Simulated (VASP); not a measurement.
# Li5NbO5 (C2/m) in VASP: single point with LDA

Aim: the single point of Li5NbO5 with LDA.

Program: VASP 6.6.1. These are calculated values, not measurements. Logs are shortened: lines on timing, memory, paths and dates and some standing lists are left out, and cuts for length are marked.

### Step 1. The cell of the first run

Symmetry: C2/m, No. 12, monoclinic system. Conventional cell: a = 9.492 Å, b = 3.969 Å, c = 5.698 Å, α = 90.00°, β = 108.73°, γ = 90.00°. Li (site symmetry m) has 5 O at 1.89 to 2.31 Å and 6 Li at 2.60 to 2.70 Å within 2.7 Å. Within 2.8 Å of Li (site symmetry m) lie 5 O at 1.94 to 2.20 Å and 5 Li at 2.56 to 2.70 Å and 1 Nb at 2.78 Å. Within 2.6 Å of Li (site symmetry 2/m) lie 4 O at 1.94 to 2.08 Å and 2 Li at 2.60 Å. Nb (site symmetry 2/m) has 6 O at 1.96 to 1.98 Å within 2.6 Å. Within 2.5 Å of O (site symmetry m) lie 5 Li at 1.89 to 2.02 Å and 1 Nb at 1.96 Å. O (site symmetry m) has 5 Li at 1.91 to 2.08 Å and 1 Nb at 1.96 Å within 2.5 Å. Within 2.6 Å of O (site symmetry 2/m) lie 2 Nb at 1.98 Å and 4 Li at 2.20 to 2.31 Å.

### Step 2. Single point, LDA

File INCAR:

```
PREC = Accurate
ENCUT = 520
EDIFF = 1E-7
ISMEAR = 0
SIGMA = 0.05
LREAL = False
LASPH = True
NELM = 60
ALGO = Normal
ISIF = 2
LWAVE = False
LCHARG = False
NBANDS = 40
```

File KPOINTS:

```
regular mesh
0
Gamma
  6 6 4
```

File POSCAR:

```
Li5NbO5
1.0
    4.7458852382     -1.9845515187      0.0017329617
    4.7458852382      1.9845515187      0.0017329617
   -1.8318186253      0.0000000000      5.3957233115
Li Nb O
5 1 5
Direct
    0.7109411516      0.7109411516      0.3440026628
    0.6906897028      0.6906897028      0.8611561737
    0.0000000000      0.0000000000      0.5000000000
    0.3093102972      0.3093102972      0.1388438263
    0.2890588484      0.2890588484      0.6559973372
    0.0000000000      0.0000000000      0.0000000000
    0.8518447009      0.8518447009      0.1741806758
    0.8410908504      0.8410908504      0.6794328431
    0.5000000000      0.5000000000      0.0000000000
    0.1589091496      0.1589091496      0.3205671569
    0.1481552991      0.1481552991      0.8258193242
```

Potentials or basis: VASP PAW LDA potentials, release 64 (Li_sv, Nb_sv, O).

Command:

```console
$ cat potpaw_LDA.64/Li_sv/POTCAR potpaw_LDA.64/Nb_sv/POTCAR potpaw_LDA.64/O/POTCAR > POTCAR
$ mpirun -np 1 vasp_std > vasp.out
```

OUTCAR:

```text
PREC = Accurate
   ENCUT = 520
   EDIFF = 1E-7
   ISMEAR = 0
   LREAL = False
   LASPH = True
   NELM = 60
   ISIF = 2

 ion  position               nearest neighbor table
   1  0.711  0.711  0.344-   7 1.89   8 1.91  10 2.04  10 2.04   3 2.60
   2  0.691  0.691  0.861-   7 1.94   8 2.01  11 2.02  11 2.02   9 2.20   4 2.56   4 2.56   6 2.78

   3  0.000  0.000  0.500-   7 1.94  11 1.94  10 2.08   8 2.08   1 2.60   5 2.60
   4  0.309  0.309  0.139-  11 1.94  10 2.01   7 2.02   7 2.02   9 2.20   2 2.56   2 2.56   6 2.78

   5  0.289  0.289  0.656-  11 1.89  10 1.91   8 2.04   8 2.04   3 2.60
   6  0.000  0.000  0.000-   8 1.96  10 1.96   7 1.96  11 1.96   9 1.98   9 1.98   2 2.78   4 2.78

   7  0.852  0.852  0.174-   1 1.89   3 1.94   2 1.94   6 1.96   4 2.02   4 2.02
   8  0.841  0.841  0.679-   1 1.91   6 1.96   2 2.01   5 2.04   5 2.04   3 2.08
   9  0.500  0.500  0.000-   6 1.98   6 1.98   2 2.20   4 2.20
  10  0.159  0.159  0.321-   5 1.91   6 1.96   4 2.01   1 2.04   1 2.04   3 2.08
  11  0.148  0.148  0.826-   5 1.89   3 1.94   4 1.94   6 1.96   2 2.02   2 2.02

  LATTYP: Found a base centered monoclinic cell.
 ALAT       =     9.4917711092
 B/A-ratio  =     0.4181625317
 C/A-ratio  =     0.6003296657
 COS(beta)  =    -0.3211278814

  Lattice vectors:

 A1 = (   4.7458852382,  -1.9845515187,   0.0017329617)
 A2 = (   4.7458852382,   1.9845515187,   0.0017329617)
 A3 = (  -1.8318186253,   0.0000000000,   5.3957233115)

Analysis of symmetry for initial positions (statically):
=====================================================================
 Subroutine PRICEL returns:
 Original cell was already a primitive cell.

 Routine SETGRP: Setting up the symmetry group for a
 base centered monoclinic supercell.

 Subroutine GETGRP returns: Found  4 space group operations
 (whereof  4 operations were pure point group operations)
 out of a pool of  4 trial point group operations.

The static configuration has the point symmetry C_2h.

Analysis of symmetry for dynamics (positions and initial velocities):
=====================================================================
 Subroutine PRICEL returns:
 Original cell was already a primitive cell.

 Routine SETGRP: Setting up the symmetry group for a
 base centered monoclinic supercell.

 Subroutine GETGRP returns: Found  4 space group operations
 (whereof  4 operations were pure point group operations)
 out of a pool of  4 trial point group operations.

The dynamic configuration has the point symmetry C_2h.

 Subroutine INISYM returns: Found  4 space group operations
 (whereof  4 operations are pure point group operations),
 and found     1 'primitive' translations

----------------------------------------------------------------------------------------

                                     Primitive cell

  volume of cell :     101.6513

  direct lattice vectors                    reciprocal lattice vectors
     4.745885238 -1.984551519  0.001732962     0.105341364 -0.251946092  0.035762818
     4.745885238  1.984551519  0.001732962     0.105341364  0.251946092  0.035762818
    -1.831818625  0.000000000  5.395723312    -0.000067666  0.000000000  0.185308992

  length of vectors
     5.144110655  5.144110655  5.698191777     0.275413536  0.275413536  0.185309005

  position of ions in fractional coordinates (direct lattice)
     0.710941152  0.710941152  0.344002663
     0.690689703  0.690689703  0.861156174
     1.000000000  1.000000000  0.500000000
     0.309310297  0.309310297  0.138843826
     0.289058848  0.289058848  0.655997337
     0.000000000  0.000000000  0.000000000
     0.851844701  0.851844701  0.174180676
     0.841090850  0.841090850  0.679432843
     0.500000000  0.500000000  0.000000000
     0.158909150  0.158909150  0.320567157
     0.148155299  0.148155299  0.825819324

  ion indices of the primitive-cell ions
   primitive index   ion index
                 1           1
                 2           2
                 3           3
                 4           4
                 5           5
                 6           6
                 7           7
                 8           8
                 9           9
                10          10
                11          11

----------------------------------------------------------------------------------------

 KPOINTS: regular mesh

Automatic generation of k-mesh.
 Grid dimensions read from file:
 generate k-points for:    6    6    4

 Generating k-lattice:

  Cartesian coordinates                     Fractional coordinates (reciprocal lattice)
     0.017556894 -0.041991015  0.005960470     0.166666667  0.000000000 -0.000000000
     0.017556894  0.041991015  0.005960470     0.000000000  0.166666667 -0.000000000
    -0.000016916  0.000000000  0.046327248     0.000000000  0.000000000  0.250000000

  Length of vectors
     0.045902256  0.045902256  0.046327251

  Shift w.r.t. Gamma in fractional coordinates (k-lattice)
     0.000000000  0.000000000  0.000000000

 Subroutine IBZKPT returns following result:
 ===========================================

 Found     47 irreducible k-points:

 Following reciprocal coordinates:
            Coordinates               Weight
  0.000000  0.000000  0.000000      1.000000
  0.166667 -0.000000  0.000000      4.000000
  0.333333  0.000000  0.000000      4.000000
  0.500000  0.000000  0.000000      2.000000
  0.166667  0.166667  0.000000      2.000000
  0.333333  0.166667  0.000000      4.000000
[... 16 lines left out ...]
 -0.333333  0.166667  0.250000      4.000000
 -0.166667  0.166667  0.250000      4.000000
 [... further k-points ...]
   k-points           NKPTS =     47   k-points in BZ     NKDIM =     47   number of bands    NBANDS=     40
   number of dos      NEDOS =    301   number of ions     NIONS =     11
   total plane-waves  NPLWV =  67200
   dimension x,y,z NGX =    40 NGY =   40 NGZ =   42
   dimension x,y,z NGXF=    80 NGYF=   80 NGZF=   84
   ions per type =               5   1   5
   NGX,Y,Z   is equivalent  to a cutoff of  12.93, 12.93, 12.25 a.u.
   NGXF,Y,Z  is equivalent  to a cutoff of  25.85, 25.85, 24.51 a.u.
 SYSTEM =  unknown system
   PREC   = accura    normal or accurate (medium, high low for compatibility)
   ISTART =      0    job   : 0-new  1-cont  2-samecut
   ICHARG =      2    charge: 1-file 2-atom 10-const
   ISPIN  =      1    spin polarized calculation?
   LNONCOLLINEAR =      F non collinear calculations
   LSORBIT =      F    spin-orbit coupling
   LASPH  =      T    aspherical Exc in radial PAW
   ENCUT  =  520.0 eV  38.22 Ry    6.18 a.u.   9.56  9.56 10.59*2*pi/ulx,y,z
   NELM   =     60;   NELMIN=  2; NELMDL= -5     # of ELM steps
   EDIFF  = 0.1E-06   stopping-criterion for ELM
   LREAL  =      F    real-space projection
   EDIFFG = 0.1E-05   stopping-criterion for IOM
   NSW    =      0    number of steps for IOM
   IBRION =     -1    ionic relax: 0-MD 1-quasi-New 2-CG
   NFREE  =      0    steps in history (QN), initial steepest desc. (CG)
   ISIF   =      2    stress and relaxation
   ISYM   =      2    0-nonsym 1-usesym 2-fastsym
   POTIM  = 0.5000    time-step for ionic-motion
   TEBEG  =    0.0;   TEEND  =   0.0 temperature during run
   PSTRESS=    0.0 pullay stress
   NELECT =      58.0000    total number of electrons
   NUPDOWN=      -1.0000    fix difference up-down
   EMIN   =  10.00;   EMAX   =-10.00  energy-range for DOS
   EFERMI =   0.00;   METHOD = LEGACY
   ISMEAR =     0;   SIGMA  =   0.05  broadening in eV -4-tet -1-fermi 0-gaus
   EFERMI_NEDOS =   21; number of points for ismear=-14 and -15
   IALGO  =     38    algorithm
   IMIX   =      4    mixing-type and parameters
     AMIX     =   0.40;   BMIX     =  1.00
     AMIX_MAG =   1.60;   BMIX_MAG =  1.00
  volume/ion in A,a.u.               =       9.24        62.36
  Fermi-wavevector in a.u.,A,eV,Ry     =   1.357833  2.565933 25.085215  1.843711
  Thomas-Fermi vector in A             =   2.484718
   LORBIT       =      0    0 simple, 1 ext, 2 COOP (PROOUT), +10 PAW based schemes
   GGA     = CA    functional components
   LHFCALC =     F    Hartree Fock is set to
   AEXX    =    0.0000 exact exchange contribution
   IVDW    =     0    specifies the selected vdW correction
   LEPSILON=     F    determine dielectric tensor
   LRPA    =     F    only Hartree local field effects (RPA)
 non-spin polarized calculation
 Gauss-broadening in eV      SIGMA  =   0.05
  energy-cutoff  :      520.00
  volume of cell :      101.65
 maximum number of plane-waves:      2765
 NGX is ok and might be reduce to    40
   NGX = 19   NGY = 19   NGZ = 21

 number of electron      57.9999996 magnetization

 Free energy of the ion-electron system (eV)
  ---------------------------------------------------
  ext. energy  EPLUGINS =         0.00000000
  ---------------------------------------------------
  free energy    TOTEN  =       -76.38286282 eV

  energy without entropy =      -76.38286282  energy(sigma->0) =      -76.38286282

 E-fermi :   3.0153     XC(G=0): -10.7063

 val. band max:        2.6906369153   @ k =  -0.3333   0.1667   0.0000
 cond. band min:       5.8810983362   @ k =   0.0000   0.0000   0.0000
 fundamental gap:      3.1904614209
 Fermi energy:         3.0152514013

 k-point     1 :       0.0000    0.0000    0.0000
  band No.  band energies     occupation
      1     -51.2087      2.00000
      2     -39.3549      2.00000
      3     -39.1037      2.00000
      4     -39.0477      2.00000
      5     -38.6733      2.00000
      6     -38.6304      2.00000
[... 32 lines left out ...]
     39      13.0821      0.00000
     40      14.2658      0.00000

 k-point     2 :       0.1667   -0.0000    0.0000
  band No.  band energies     occupation
      1     -51.2079      2.00000
      2     -39.3546      2.00000
      3     -39.0996      2.00000
      4     -39.0510      2.00000
      5     -38.6705      2.00000
      6     -38.6333      2.00000
[... 935 lines left out ...]
     39      13.5904      0.00000
     40      13.7155      0.00000

 k-point    24 :      -0.1667    0.1667    0.2500
  band No.  band energies     occupation
      1     -51.2064      2.00000
      2     -39.3544      2.00000
      3     -39.0883      2.00000
      4     -39.0603      2.00000
      5     -38.6633      2.00000
      6     -38.6411      2.00000
[... 32 lines left out ...]
     39      13.4658      0.00000
     40      13.6705      0.00000

 [... further k-points ...]
[... 5 lines left out ...]
  --------------------------------------------------------------------------------------
  -------------------------------------------------------------------------------------
  Total        0.0837211      0.0091730      0.0969194      0.0000000      0.0000000      0.0198763
  in kB        1.3195694      0.1445796      1.5275943      0.0000000      0.0000000      0.3132798
  external PRESSURE =       0.9972478 kB  Pullay stress =       0.0000000 kB

 VOLUME and BASIS-vectors are now :
 -----------------------------------------------------------------------------
  energy-cutoff  :      520.00
  volume of cell :      101.65
      direct lattice vectors                 reciprocal lattice vectors
     4.745885238 -1.984551519  0.001732962     0.105341364 -0.251946092  0.035762818
     4.745885238  1.984551519  0.001732962     0.105341364  0.251946092  0.035762818
    -1.831818625  0.000000000  5.395723312    -0.000067666  0.000000000  0.185308992

 POSITION                                       TOTAL-FORCE (eV/Angst)
 -----------------------------------------------------------------------------------
      6.11794      0.00000      1.85861        -0.011678      0.000000      0.000806
      4.97839      0.00000      4.64895        -0.011838      0.000000     -0.009453
     -0.91591      0.00000      2.69786        -0.000000      0.000000      0.000000
      2.68157      0.00000      0.75023         0.011838      0.000000      0.009453
      1.54201      0.00000      3.54058         0.011678      0.000000     -0.000806
      0.00000      0.00000      0.00000         0.000000      0.000000      0.000000
      7.76645      0.00000      0.94278        -0.010107      0.000000      0.009691
      6.73884      0.00000      3.66895        -0.003946      0.000000     -0.019152
      4.74589      0.00000      0.00173        -0.000000     -0.000000      0.000000
      0.92111      0.00000      1.73024         0.003946      0.000000      0.019152
     -0.10650      0.00000      4.45641         0.010107      0.000000     -0.009691
 -----------------------------------------------------------------------------------
    total drift:                                0.000000     -0.000000      0.000000

  FREE ENERGIE OF THE ION-ELECTRON SYSTEM (eV)
  ---------------------------------------------------
  free  energy   TOTEN  =       -76.3828628199 eV

  energy  without entropy=      -76.3828628199  energy(sigma->0) =      -76.38286282
```

It took 7 min on 1 thread of Intel Xeon 8259CL, shared host; peak memory 0.3 GiB.

What came out:

```
Free energy            : -76.3829 eV
Largest force          : 0.020 eV/Å
Band gap on the k mesh : 3.19 eV (least direct gap 3.20 eV)
```

Forces on the atoms (eV/Å):
```
Li  -0.012  0.000  0.001
Li  -0.012  0.000 -0.009
Li   0.000  0.000  0.000
Li   0.012  0.000  0.009
Li   0.012  0.000 -0.001
Nb   0.000  0.000  0.000
O   -0.010  0.000  0.010
O   -0.004  0.000 -0.019
O    0.000  0.000  0.000
O    0.004  0.000  0.019
O    0.010  0.000 -0.010
```

Caveat: the cutoff is under 1.25 times the usual one of these potentials, so pressure, stress and relaxed cells hold a basis-set (Pulay) error.
